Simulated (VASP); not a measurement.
Runs of VASP 6.6.1 on NaF. The structure is that of space group Fm-3m (No. 225), or close to it. The cells are those of the table. 

| cell | gap on the mesh (eV) | pressure (GPa) |
| --- | --- | --- |
| a = 3.352, b = 3.352, c = 3.286 Å, angles 60.7, 60.7, 58.7°, 2 atoms | (a) | -2.1 |
| a = 3.237, b = 3.237, c = 3.286 Å, angles 59.5, 59.5, 61.0°, 2 atoms | 6.28 | 1.1 |
| a = 3.344, b = 3.344, c = 3.286 Å, angles 60.6, 60.6, 58.9°, 2 atoms | (b) | -2.0 |
| a = 3.335, b = 3.335, c = 3.286 Å, angles 60.5, 60.5, 59.0°, 2 atoms | 5.97 | -1.7 |

Alike in all rows: task single point; level PBEsol; potentials or basis VASP PAW PBE potentials, release 64 (Na_pv, F); no spin polarisation; k mesh 8 × 8 × 8; cutoff (eV) 520; smearing gaussian 0.05 eV.

Fill in the values left out.

(a) 5.92; (b) 5.94.

Caveats: the PAW data sets were made with another functional, which shifts forces and pressure a little.

